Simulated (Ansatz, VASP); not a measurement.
**ZrB2: VASP beside Ansatz**

```
CELL_PARAMETERS angstrom
3.17000 0.00000 0.00000
-1.58500 2.74530 0.00000
0.00000 0.00000 3.53300
ATOMIC_POSITIONS crystal
Zr 0.00000 0.00000 0.00000
B 0.66667 0.33333 0.50000
B 0.33333 0.66667 0.50000
```

Alike in both runs: task single point; functional revPBE; dispersion D3(BJ); k mesh 10 × 10 × 8; occupations fermi-dirac, width 0.05 eV; no spin polarisation.

|  | VASP | Ansatz |
| --- | --- | --- |
| version | VASP 6.6.1 | Ansatz 0.2.0 |
| potentials or method | VASP PAW PBE potentials, release 64 (Zr_sv, B) | Ansatz PAW |
| plane-wave cutoff (eV) | 520 | 420 |
| valence electrons in the cell | 18 | 18 |

|  | VASP | Ansatz | Ansatz less VASP |
| --- | --- | --- | --- |
| gap on the k mesh at the Fermi level (eV) | none | none | - |
| pressure (GPa) | -8.3 | -8.3 | -0.07 |
| traceless stress, the component that is largest in VASP (GPa) | 1.17 | 1.12 | -0.045 |

VASP's potentials were made for PBE, not for revPBE. A gap of «none» marks a metal or a gap that the smearing closes.
